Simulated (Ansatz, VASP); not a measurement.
# PbF2 in VASP and in Ansatz

```
Pb F
1.0
     0.00000    3.03004    3.03004
     3.03004    0.00000    3.03004
     3.03004    3.03004    0.00000
Pb F
1 2
Cartesian
  0.0000 0.0000 0.0000
  1.5150 1.5150 1.5150
  4.5451 4.5451 4.5451
```

Alike in both runs: task single point; functional PBE; k mesh 6 × 6 × 6; no spin polarisation.

|  | VASP | Ansatz |
| --- | --- | --- |
| version | VASP 6.6.1 | Ansatz 0.2.0 |
| potentials or method | VASP PAW PBE potentials, release 64 (Pb_d, F) | plane waves, PAW |
| plane-wave cutoff (eV) | 520 | 420 |
| occupations | gaussian, width 0.01 eV | fixed |
| valence electrons in the cell | 28 | 28 |

```csv
,VASP,Ansatz,Ansatz less VASP
gap on the k mesh at the Fermi level (eV),4.40,4.41,+0.006
pressure (GPa),-2.0,-1.8,+0.21
```

Neither program's run includes spin-orbit coupling.
